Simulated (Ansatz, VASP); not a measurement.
**One calculation of Mo, two programs**

Contents of INCAR:

```
ALGO = Normal
EDIFF = 1E-7
ENCUT = 520
GGA = PE
ISIF = 2
ISMEAR = -1
LASPH = True
LCHARG = True
LELF = True
LREAL = False
LVHAR = True
LWAVE = False
NBANDS = 21
NELM = 100
PREC = Accurate
SIGMA = 0.08
```

Contents of KPOINTS:

```
k-points
0
Gamma
  15 15 8
```

POSCAR

```
Mo
1.0
    2.5240022073      0.0000000000      0.0000000000
   -1.2620011036      2.1858500307      0.0000000000
    0.0000000000      0.0000000000      3.9720402534
Mo
2
Direct
    0.3333333333      0.6666666667      0.2500000000
    0.6666666667      0.3333333333      0.7500000000
```

Input for Ansatz:

```yaml
crystal:
  lattice:
    - [2.5240022073, 0.0, 0.0]
    - [-1.2620011036, 2.1858500307, 0.0]
    - [0.0, 0.0, 3.9720402534]
  atoms:
    - { symbol: Mo, position: [0.3333333333, 0.6666666667, 0.25] }
    - { symbol: Mo, position: [0.6666666667, 0.3333333333, 0.75] }
kpoints:
  mp_grid: { grid: [15, 15, 8] }
scf:
  occupations: { method: fermi_dirac, width: 0.08 }
hamiltonian:
  xc: pbe
  pseudopotentials: { kind: paw }
output:
  forces: true
  stress: true
  eigenvalues: true
  populations: true
```

Change from the starting cell: volume scaled by 0.68, PAW files.

Alike in both runs: task single point; functional PBE; k mesh 15 × 15 × 8; occupations fermi-dirac, width 0.08 eV; no spin polarisation.

```csv
,VASP,Ansatz
version,VASP 6.6.1,Ansatz 0.2.0
potentials or method,"VASP PAW PBE potentials, release 64 (Mo_sv)","PAW with Ansatz's default frozen-core files, scalar-relativistic"
plane-wave cutoff (eV),520,420
valence electrons in the cell,28,28
```

```tsv
	VASP	Ansatz	Ansatz less VASP
pressure (GPa)	191.1	188.2	-2.90
traceless stress, the component that is largest in VASP (GPa)	0.39	0.15	-0.235
```

Both programs put the cell under a high pressure, so it lies far from rest at this level. The functional is the same, so the differences come from potentials, cutoffs and numerics.

Noted on VASP's run: the cell as given lies far from equilibrium.
